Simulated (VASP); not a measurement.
# InP (F-43m) in VASP: further runs

The runs below take InP through single point, with PBE.

Program: VASP 6.6.1. These are calculated values, not measurements. Logs are shortened: lines on timing, memory, paths and dates and some standing lists are left out, and cuts for length are marked.

## 1. The cell of the first run

It takes space group F-43m (No. 216, cubic). The conventional cell has a = 5.820 Å, b = 5.820 Å, c = 5.820 Å, α = 90.00°, β = 90.00°, γ = 90.00°. In (site symmetry -43m) has 4 P at 2.52 Å within 3.3 Å. Within 3.3 Å of P (site symmetry -43m) lie 4 In at 2.52 Å.

## 2. Single point, PBE

INCAR

```
PREC = Accurate
ENCUT = 500
EDIFF = 1E-6
ISMEAR = 0
SIGMA = 0.01
LREAL = F
LASPH = T
NELM = 120
ALGO = Normal
ISIF = 2
LWAVE = F
LCHARG = F
GGA = PE
NBANDS = 16
GGA_COMPAT = F
```

KPOINTS

```
Automatic mesh
0
Gamma
  4 4 4
```

POSCAR

```
InP
1.0
    0.0000000000      2.9100000000      2.9100000000
    2.9100000000      0.0000000000      2.9100000000
    2.9100000000      2.9100000000      0.0000000000
In P
1 1
Direct
    0.0000000000      0.0000000000      0.0000000000
    0.2500000000      0.2500000000      0.2500000000
```

Potentials or basis: VASP PAW PBE potentials, release 64 (In_d, P).

Command:

```
cat potpaw_PBE.64/In_d/POTCAR potpaw_PBE.64/P/POTCAR > POTCAR
mpirun -np 1 vasp_std > vasp.out
```

OUTCAR:

```text
PREC = Accurate
   ENCUT = 500
   EDIFF = 1E-6
   ISMEAR = 0
   LREAL = F
   LASPH = T
   NELM = 120
   ISIF = 2
   GGA = PE

 ion  position               nearest neighbor table
   1  0.000  0.000  0.000-   2 2.52   2 2.52   2 2.52   2 2.52
   2  0.250  0.250  0.250-   1 2.52   1 2.52   1 2.52   1 2.52

  LATTYP: Found a face centered cubic cell.
 ALAT       =     5.8200000000

  Lattice vectors:

 A1 = (   0.0000000000,   2.9100000000,   2.9100000000)
 A2 = (   2.9100000000,   0.0000000000,   2.9100000000)
 A3 = (   2.9100000000,   2.9100000000,   0.0000000000)

Analysis of symmetry for initial positions (statically):
=====================================================================
 Subroutine PRICEL returns:
 Original cell was already a primitive cell.

 Routine SETGRP: Setting up the symmetry group for a
 face centered cubic supercell.

 Subroutine GETGRP returns: Found 24 space group operations
 (whereof 24 operations were pure point group operations)
 out of a pool of 48 trial point group operations.

The static configuration has the point symmetry T_d .

Analysis of symmetry for dynamics (positions and initial velocities):
=====================================================================
 Subroutine PRICEL returns:
 Original cell was already a primitive cell.

 Routine SETGRP: Setting up the symmetry group for a
 face centered cubic supercell.

 Subroutine GETGRP returns: Found 24 space group operations
 (whereof 24 operations were pure point group operations)
 out of a pool of 48 trial point group operations.

The dynamic configuration has the point symmetry T_d .

 Subroutine INISYM returns: Found 24 space group operations
 (whereof 24 operations are pure point group operations),
 and found     1 'primitive' translations

----------------------------------------------------------------------------------------

                                     Primitive cell

  volume of cell :      49.2843

  direct lattice vectors                    reciprocal lattice vectors
     0.000000000  2.910000000  2.910000000    -0.171821306  0.171821306  0.171821306
     2.910000000  0.000000000  2.910000000     0.171821306 -0.171821306  0.171821306
     2.910000000  2.910000000  0.000000000     0.171821306  0.171821306 -0.171821306

  length of vectors
     4.115361467  4.115361467  4.115361467     0.297603232  0.297603232  0.297603232

  position of ions in fractional coordinates (direct lattice)
     0.000000000  0.000000000  0.000000000
     0.250000000  0.250000000  0.250000000

  ion indices of the primitive-cell ions
   primitive index   ion index
                 1           1
                 2           2

----------------------------------------------------------------------------------------

 KPOINTS: Automatic mesh

Automatic generation of k-mesh.
 Grid dimensions read from file:
 generate k-points for:    4    4    4

 Generating k-lattice:

  Cartesian coordinates                     Fractional coordinates (reciprocal lattice)
    -0.042955326  0.042955326  0.042955326     0.250000000  0.000000000  0.000000000
     0.042955326 -0.042955326  0.042955326     0.000000000  0.250000000  0.000000000
     0.042955326  0.042955326 -0.042955326     0.000000000  0.000000000  0.250000000

  Length of vectors
     0.074400808  0.074400808  0.074400808

  Shift w.r.t. Gamma in fractional coordinates (k-lattice)
     0.000000000  0.000000000  0.000000000

 Subroutine IBZKPT returns following result:
 ===========================================

 Found      8 irreducible k-points:

 Following reciprocal coordinates:
            Coordinates               Weight
  0.000000  0.000000  0.000000      1.000000
  0.250000  0.000000  0.000000      8.000000
  0.500000  0.000000  0.000000      4.000000
  0.250000  0.250000  0.000000      6.000000
  0.500000  0.250000  0.000000     24.000000
 -0.250000  0.250000  0.000000     12.000000
  0.500000  0.500000  0.000000      3.000000
 -0.250000  0.500000  0.250000      6.000000
   k-points           NKPTS =      8   k-points in BZ     NKDIM =      8   number of bands    NBANDS=     16
   number of dos      NEDOS =    301   number of ions     NIONS =      2
   total plane-waves  NPLWV =  27000
   dimension x,y,z NGX =    30 NGY =   30 NGZ =   30
   dimension x,y,z NGXF=    60 NGYF=   60 NGZF=   60
   ions per type =               1   1
   NGX,Y,Z   is equivalent  to a cutoff of  12.12, 12.12, 12.12 a.u.
   NGXF,Y,Z  is equivalent  to a cutoff of  24.24, 24.24, 24.24 a.u.
 SYSTEM =  unknown system
   PREC   = accura    normal or accurate (medium, high low for compatibility)
   ISTART =      0    job   : 0-new  1-cont  2-samecut
   ICHARG =      2    charge: 1-file 2-atom 10-const
   ISPIN  =      1    spin polarized calculation?
   LNONCOLLINEAR =      F non collinear calculations
   LSORBIT =      F    spin-orbit coupling
   LASPH  =      T    aspherical Exc in radial PAW
   ENCUT  =  500.0 eV  36.75 Ry    6.06 a.u.   7.50  7.50  7.50*2*pi/ulx,y,z
   NELM   =    120;   NELMIN=  2; NELMDL= -5     # of ELM steps
   EDIFF  = 0.1E-05   stopping-criterion for ELM
   LREAL  =      F    real-space projection
   EDIFFG = 0.1E-04   stopping-criterion for IOM
   NSW    =      0    number of steps for IOM
   IBRION =     -1    ionic relax: 0-MD 1-quasi-New 2-CG
   NFREE  =      0    steps in history (QN), initial steepest desc. (CG)
   ISIF   =      2    stress and relaxation
   ISYM   =      2    0-nonsym 1-usesym 2-fastsym
   POTIM  = 0.5000    time-step for ionic-motion
   TEBEG  =    0.0;   TEEND  =   0.0 temperature during run
   PSTRESS=    0.0 pullay stress
   NELECT =      18.0000    total number of electrons
   NUPDOWN=      -1.0000    fix difference up-down
   EMIN   =  10.00;   EMAX   =-10.00  energy-range for DOS
   EFERMI =   0.00;   METHOD = LEGACY
   ISMEAR =     0;   SIGMA  =   0.01  broadening in eV -4-tet -1-fermi 0-gaus
   EFERMI_NEDOS =   21; number of points for ismear=-14 and -15
   IALGO  =     38    algorithm
   IMIX   =      4    mixing-type and parameters
     AMIX     =   0.40;   BMIX     =  1.00
     AMIX_MAG =   1.60;   BMIX_MAG =  1.00
  volume/ion in A,a.u.               =      24.64       166.29
  Fermi-wavevector in a.u.,A,eV,Ry     =   1.170207  2.211371 18.631605  1.369384
  Thomas-Fermi vector in A             =   2.306669
   LORBIT       =      0    0 simple, 1 ext, 2 COOP (PROOUT), +10 PAW based schemes
   GGA     = PE    functional components
   LHFCALC =     F    Hartree Fock is set to
   AEXX    =    0.0000 exact exchange contribution
   IVDW    =     0    specifies the selected vdW correction
   LEPSILON=     F    determine dielectric tensor
   LRPA    =     F    only Hartree local field effects (RPA)
 non-spin polarized calculation
 Gauss-broadening in eV      SIGMA  =   0.01
  energy-cutoff  :      500.00
  volume of cell :       49.28
 maximum number of plane-waves:      1283
 NGX is ok and might be reduce to    30
   NGX = 15   NGY = 15   NGZ = 15

 number of electron      18.0000011 magnetization

 Free energy of the ion-electron system (eV)
  ---------------------------------------------------
  ext. energy  EPLUGINS =         0.00000000
  ---------------------------------------------------
  free energy    TOTEN  =        -8.24366351 eV

  energy without entropy =       -8.24366351  energy(sigma->0) =       -8.24366351

 E-fermi :   5.5563     XC(G=0):  -9.3567

 val. band max:        5.4674520779   @ k =   0.0000   0.0000   0.0000
 cond. band min:       6.2813748292   @ k =   0.0000   0.0000   0.0000
 fundamental gap:      0.8139227513
 Fermi energy:         5.5563324018

 k-point     1 :       0.0000    0.0000    0.0000
  band No.  band energies     occupation
      1      -8.8096      2.00000
      2      -8.8096      2.00000
      3      -8.8096      2.00000
      4      -8.6490      2.00000
      5      -8.6490      2.00000
      6      -6.2022      2.00000
[... 8 lines left out ...]
     15      14.9257      0.00000
     16      14.9257      0.00000

 k-point     2 :       0.2500    0.0000    0.0000
  band No.  band energies     occupation
      1      -8.8762      2.00000
      2      -8.7847      2.00000
      3      -8.7847      2.00000
      4      -8.6461      2.00000
      5      -8.6461      2.00000
      6      -5.5011      2.00000
[... 8 lines left out ...]
     15      14.0497      0.00000
     16      14.6304      0.00000

 k-point     3 :       0.5000    0.0000    0.0000
  band No.  band energies     occupation
      1      -8.9363      2.00000
      2      -8.7683      2.00000
      3      -8.7683      2.00000
      4      -8.6341      2.00000
      5      -8.6341      2.00000
      6      -4.4027      2.00000
[... 8 lines left out ...]
     15      16.1409      0.00000
     16      16.1409      0.00000

 k-point     4 :       0.2500    0.2500    0.0000
  band No.  band energies     occupation
      1      -8.9183      2.00000
      2      -8.7550      2.00000
      3      -8.7550      2.00000
      4      -8.6744      2.00000
      5      -8.6301      2.00000
      6      -5.2718      2.00000
[... 8 lines left out ...]
     15      15.4540      0.00000
     16      17.7176      0.00000

 k-point     5 :       0.5000    0.2500    0.0000
  band No.  band energies     occupation
      1      -8.9603      2.00000
      2      -8.7437      2.00000
      3      -8.7300      2.00000
      4      -8.6707      2.00000
      5      -8.6261      2.00000
      6      -4.1363      2.00000
[... 8 lines left out ...]
     15      16.2688      0.00000
     16      17.5453      0.00000

 k-point     6 :      -0.2500    0.2500    0.0000
  band No.  band energies     occupation
      1      -8.9300      2.00000
      2      -8.7609      2.00000
      3      -8.7523      2.00000
      4      -8.6503      2.00000
      5      -8.6435      2.00000
      6      -4.5452      2.00000
[... 8 lines left out ...]
     15      15.9521      0.00000
     16      17.3788      0.00000

 k-point     7 :       0.5000    0.5000    0.0000
  band No.  band energies     occupation
      1      -9.0055      2.00000
      2      -8.7048      2.00000
      3      -8.6975      2.00000
      4      -8.6975      2.00000
      5      -8.6112      2.00000
      6      -3.7201      2.00000
[... 8 lines left out ...]
     15      16.2236      0.00000
     16      17.3406      0.00000

 k-point     8 :      -0.2500    0.5000    0.2500
  band No.  band energies     occupation
      1      -8.9699      2.00000
      2      -8.7455      2.00000
      3      -8.7073      2.00000
      4      -8.6708      2.00000
      5      -8.6328      2.00000
      6      -3.6328      2.00000
[... 8 lines left out ...]
     15      16.8382      0.00000
     16      17.6023      0.00000

------------------------ aborting loop because EDIFF is reached ----------------------------------------

  FORCE on cell =-STRESS in cart. coord.  units (eV):
  Direction    XX          YY          ZZ          XY          YZ          ZX
  --------------------------------------------------------------------------------------
  -------------------------------------------------------------------------------------
  Total        1.5823010      1.5823010      1.5823010     -0.0000000      0.0000000      0.0000000
  in kB       51.4387868     51.4387868     51.4387868     -0.0000000      0.0000000      0.0000000
  external PRESSURE =      51.4387868 kB  Pullay stress =       0.0000000 kB

 VOLUME and BASIS-vectors are now :
 -----------------------------------------------------------------------------
  energy-cutoff  :      500.00
  volume of cell :       49.28
      direct lattice vectors                 reciprocal lattice vectors
     0.000000000  2.910000000  2.910000000    -0.171821306  0.171821306  0.171821306
     2.910000000  0.000000000  2.910000000     0.171821306 -0.171821306  0.171821306
     2.910000000  2.910000000  0.000000000     0.171821306  0.171821306 -0.171821306

 POSITION                                       TOTAL-FORCE (eV/Angst)
 -----------------------------------------------------------------------------------
      0.00000      0.00000      0.00000        -0.000000     -0.000000     -0.000000
      1.45500      1.45500      1.45500         0.000000      0.000000      0.000000
 -----------------------------------------------------------------------------------
    total drift:                                0.000000      0.000000      0.000000

  FREE ENERGIE OF THE ION-ELECTRON SYSTEM (eV)
  ---------------------------------------------------
  free  energy   TOTEN  =        -8.2436635148 eV

  energy  without entropy=       -8.2436635148  energy(sigma->0) =       -8.24366351
```

Wall time 9.9 s (1 thread of Intel Xeon Platinum 8488C (Sapphire Rapids), shared host); peak memory 0.15 GiB.

What came out:

```
Free energy            : -8.2437 eV
Pressure               : 5.1 GPa
Band gap on the k mesh : 0.81 eV, direct
```

Levels at points of the mesh, in eV from the valence-band top:
```csv
k point,band 7,band 8,band 9,band 10,band 11,band 12
"(0.00, 0.00, 0.00)",0.00,0.00,0.00,0.81,4.06,4.06
"(0.50, 0.00, 0.00)",-5.86,-1.01,-1.01,1.53,4.78,4.78
"(0.50, 0.50, 0.00)",-5.87,-2.40,-2.40,1.70,2.24,9.35
```

Caveat: the k points lie up to 0.47 Å⁻¹ apart; spin-orbit coupling is left out, which moves the levels of the heavy elements.

## 3. Single point, PBE

INCAR

```
SYSTEM = InP
PREC     = Accurate       ! precision mode
ENCUT    = 500            ! plane-wave cutoff, eV
EDIFF    = 1E-6           ! SCF threshold, eV
ISMEAR   = 0              ! smearing method
SIGMA    = 0.01           ! smearing width, eV
LREAL    = .FALSE.        ! projectors in reciprocal space
LASPH    = .TRUE.         ! aspherical terms in the spheres
NELM     = 120            ! most SCF steps
ALGO     = Normal         ! electronic algorithm
ISIF     = 2              ! what is computed and relaxed
LWAVE    = .FALSE.        ! write WAVECAR
LCHARG   = .FALSE.        ! write CHGCAR
GGA      = PE             ! functional
NBANDS   = 16             ! bands
GGA_COMPAT= .FALSE.
```

KPOINTS

```
Automatic mesh
0
G
  4 4 4
  0 0 0
```

POSCAR is that of step 2.

Potentials or basis: VASP PAW PBE potentials, release 64 (In_d, P).

Command:

```
cat potpaw_PBE.64/In_d/POTCAR potpaw_PBE.64/P/POTCAR > POTCAR
mpirun -np 1 vasp_std > vasp.out
```

It took 8.8 s on 1 thread of Intel Xeon Platinum 8488C (Sapphire Rapids), shared host; peak memory 0.16 GiB.

Results (log left out):

```yaml
Free_energy: -8.2437 eV
Pressure: 5.1 GPa
Band_gap_on_the_k_mesh: 0.81 eV, direct
```

Levels at points of the mesh, in eV from the valence-band top:
```
           k point  band 7  band 8  band 9  band 10  band 11  band 12
(0.00, 0.00, 0.00)    0.00    0.00    0.00     0.81     4.06     4.06
(0.50, 0.00, 0.00)   -5.86   -1.01   -1.01     1.53     4.78     4.78
(0.50, 0.50, 0.00)   -5.87   -2.40   -2.40     1.70     2.24     9.35
```

Caveat: the k points lie up to 0.47 Å⁻¹ apart; spin-orbit coupling is left out, which moves the levels of the heavy elements. PBE gaps usually lie below the measured ones, often by a third to a half.
